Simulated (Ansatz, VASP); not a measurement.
# One calculation of Pt, two programs

```
Pt
1.0
     0.00000    1.98369    1.98369
     1.98369    0.00000    1.98369
     1.98369    1.98369    0.00000
Pt
1
Direct
  0.00000 0.00000 0.00000
```

Alike in both runs: task relaxation of cell and atoms; functional PBE; k mesh 18 × 18 × 18; occupations gaussian, width 0.1 eV; no spin polarisation.

|  | VASP | Ansatz |
| --- | --- | --- |
| version | VASP 6.6.1 | Ansatz 0.2.0 |
| potentials or method | VASP PAW PBE potentials, release 64 (Pt), cutoff 600 eV | scalar-relativistic, plane waves, PAW |
| valence electrons in the cell | 10 | 18 |

|  | VASP | Ansatz | Ansatz less VASP |
| --- | --- | --- | --- |
| gap on the k mesh at the Fermi level, each at its own relaxed structure (eV) | none | none | - |
| relaxed volume (Å³/atom) | 15.62 | 15.64 | +0.025 |
| relaxed cell length with the largest relative difference (Å) | 2.806 | 2.807 | +0.0015 |

A gap of «none» marks a metal or a gap that the smearing closes. VASP's potentials hold 10 valence electrons a cell and Ansatz's 18, so a difference there can come from the potentials and not from the codes.

Neither program's run includes spin-orbit coupling.
